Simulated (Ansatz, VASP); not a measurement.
Two plane-wave programs on Al2BN3

```
Al B N
1.0
     2.34818   -4.06716    0.00000
     2.34818    4.06716    0.00000
    -1.56545    0.00000    3.65493
Al B N
2 1 3
Cartesian
  1.5655 -2.7114 0.0036
  1.5655 2.7114 0.0036
  1.5655 0.0000 0.0036
  2.3482 1.3557 0.0063
  0.0000 0.0000 0.0063
  2.3482 -1.3557 0.0063
```

Alike in both runs: task relaxation of cell and atoms; functional PBE; k mesh 4 × 4 × 6; occupations gaussian, width 0.1 eV; no spin polarisation.

|  | VASP | Ansatz |
| --- | --- | --- |
| version | VASP 6.6.1 | Ansatz 0.2.0 |
| potentials or method | VASP PAW PBE potentials, release 64 (Al, B, N), cutoff 600 eV | scalar-relativistic, plane waves, PAW |
| valence electrons in the cell | 24 | 24 |

Ansatz gave:

| Property | Result |
| --- | --- |
| gap on the k mesh at the Fermi level, each at its own relaxed structure (eV) | 2.85 |
| relaxed volume (Å³/atom) | 9.70 |
| relaxed cell length with the largest relative difference (Å) | 3.113 |

**Question.** What did VASP give for the same quantities?

**Answer.** gap on the k mesh at the Fermi level, each at its own relaxed structure (eV): 2.84; relaxed volume (Å³/atom): 9.69; relaxed cell length with the largest relative difference (Å): 3.110.

Noted on VASP's run: the volume moved by over 15 % at a fixed basis, so the end points are rough.
